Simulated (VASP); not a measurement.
Wanted: the native input for a VASP 6.6.1 run.

* Task: single point
* Functional: r2SCAN
* Potentials or basis: VASP PAW PBE potentials, release 64 (Ca_sv, O_h)
* Cutoff: 1480 eV
* k mesh: 8 × 8 × 8
* Occupations: fermi-dirac, width 0.1 eV
* Spin: no spin polarisation
* Dipole correction: no
* Further INCAR settings: ALGO = Normal; EDIFF = 1e-06; NBANDS = 15

CaO:

```
CELL_PARAMETERS angstrom
0.00000 2.39742 2.39742
2.39742 0.00000 2.39742
2.39742 2.39742 0.00000
ATOMIC_POSITIONS crystal
Ca 0.50000 0.50000 0.50000
O 0.00000 0.00000 0.00000
```

One way to write it, as run:

POSCAR

```
CaO
1.0
    0.0000000000      2.3974236343      2.3974236343
    2.3974236343      0.0000000000      2.3974236343
    2.3974236343      2.3974236343      0.0000000000
Ca O
1 1
Direct
    0.5000000000      0.5000000000      0.5000000000
    0.0000000000      0.0000000000      0.0000000000
```

INCAR.step1

```
SYSTEM = CaO
ALGO = Normal
EDIFF = 1E-5
ENCUT = 1480
GGA = PE
GGA_COMPAT = .False.
ISMEAR = -1
LASPH = .True.
LCHARG = .False.
LREAL = .False.
LWAVE = .True.
NBANDS = 15
NELM = 120
PREC = Accurate
SIGMA = 0.1
```

INCAR.step2

```
SYSTEM = CaO
ALGO = Normal
EDIFF = 1E-6
ENCUT = 1480
GGA_COMPAT = .False.
ISIF = 2
ISMEAR = -1
ISTART = 1
LASPH = .True.
LCHARG = .False.
LMIXTAU = .True.
LREAL = .False.
LWAVE = .False.
METAGGA = R2SCAN
NBANDS = 15
NELM = 120
PREC = Accurate
SIGMA = 0.1
```

KPOINTS

```
k-points
0
Gamma
  8 8 8
  0 0 0
```

Potentials or basis: VASP PAW PBE potentials, release 64 (Ca_sv, O_h).

Command:

```bash
$ cat potpaw_PBE.64/Ca_sv/POTCAR potpaw_PBE.64/O_h/POTCAR > POTCAR
$ cp INCAR.step1 INCAR
$ mpirun -np 1 vasp_std > vasp.out
$ cp INCAR.step2 INCAR
$ mpirun -np 1 vasp_std > vasp.out
```

It gave:

```json
{
 "Pressure": "1.0 GPa",
 "Band gap on the k mesh": "4.19 eV (least direct gap 4.56 eV)"
}
```

Caveat: the PAW data sets were made with another functional, which shifts forces and pressure a little.

Wall time 2.1 min on 1 thread of Intel(R) Xeon(R) 6975P-C (Granite Rapids), on a shared host, peak memory 0.41 GiB.
